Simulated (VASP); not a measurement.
GaSb:

```
Ga Sb
1.0
     0.00000    3.05900    3.05900
     3.05900    0.00000    3.05900
     3.05900    3.05900    0.00000
Ga Sb
1 1
Direct
  0.00000 0.00000 0.00000
  0.25000 0.25000 0.25000
```

```yaml
Program: VASP 6.6.1
Task: relaxation of cell and atoms
Functional: PBE
Potentials_or_basis: VASP PAW PBE potentials, release 64 (Ga_d, Sb)
Cutoff: 600 eV
k_mesh: 6 × 6 × 6
Occupations: fermi-dirac, width 0.01 eV
Spin: no spin polarisation
```

At the start: pressure 2.4 GPa; volume 28.62 Å³/atom.

Q: How do energy, volume and symmetry change on relaxing?

A: Over 3 steps the energy falls by 10.9 meV/atom and the volume is 30.11 Å³/atom (+5.2 %); space group F-43m (No. 216, to 0.05 Å).

The path:
```
step  energy change (eV)  largest force (eV/Å)  pressure (GPa)  volume (Å³)
   1              0.0000                0.0000            2.39        57.25
   2             -0.0207                0.0000           -0.46        60.86
   3             -0.0218                0.0000           -0.04        60.22
```

Final structure:
```
Ga Sb
1.0
     0.00000    3.11109    3.11109
     3.11109    0.00000    3.11109
     3.11109    3.11109    0.00000
Ga Sb
1 1
Cartesian
  0.0000 0.0000 0.0000
  1.5555 1.5555 1.5555
```
